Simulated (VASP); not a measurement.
Wanted: the native input for a VASP 6.6.1 run.

```
Task                   : single point
Functional             : r2SCAN
Potentials or basis    : VASP PAW PBE potentials, release 64 (Ta_pv)
Cutoff                 : 520 eV
k mesh                 : 14 × 14 × 14
Occupations            : fermi-dirac, width 0.1 eV
Spin                   : no spin polarisation
Dipole correction      : no
Further INCAR settings : ALGO = Normal; EDIFF = 1e-07; NBANDS = 12
```

Crystal: Ta.

```xyz
1
Lattice="0.0000 2.1848 2.1848 2.1848 0.0000 2.1848 2.1848 2.1848 0.0000" Properties=species:S:1:pos:R:3 pbc="T T T"
Ta    0.0000    0.0000    0.0000
```

This cell differs from its parent crystal: volume scaled by 1.12.

These files were run (other wordings do the same):

POSCAR

```
Ta
1.0
    0.0000000000      2.1848289524      2.1848289524
    2.1848289524      0.0000000000      2.1848289524
    2.1848289524      2.1848289524      0.0000000000
Ta
1
Direct
    0.0000000000      0.0000000000      0.0000000000
```

INCAR.step1

```
PREC = Accurate
ENCUT = 520
ISMEAR = -1
SIGMA = 0.1
LREAL = False
LASPH = True
NELM = 60
NBANDS = 12
GGA = PE
ALGO = Normal
EDIFF = 1E-4
LWAVE = True
LCHARG = False
```

INCAR.step2

```
PREC = Accurate
ENCUT = 520
EDIFF = 1E-7
ISMEAR = -1
SIGMA = 0.1
LREAL = False
LASPH = True
NELM = 60
ALGO = Normal
ISIF = 2
LWAVE = False
LCHARG = True
METAGGA = R2SCAN
LMIXTAU = True
LELF = True
LVHAR = True
NBANDS = 12
ISTART = 1
```

KPOINTS

```
Automatic mesh
0
Gamma
  14 14 14
```

Potentials or basis: VASP PAW PBE potentials, release 64 (Ta_pv).

Launch:

```bash
$ cat potpaw_PBE.64/Ta_pv/POTCAR > POTCAR
$ cp INCAR.step1 INCAR
$ mpirun -np 1 vasp_std > vasp.out
$ cp INCAR.step2 INCAR
$ mpirun -np 1 vasp_std > vasp.out
```

Results of the run:

```yaml
Pressure: -17.9 GPa
```

Caveat: the PAW data sets were made with another functional, which shifts forces and pressure a little.

Run time: 30 s on 1 thread of Intel(R) Xeon(R) 6975P-C (Granite Rapids), on a shared host, peak memory 0.16 GiB.
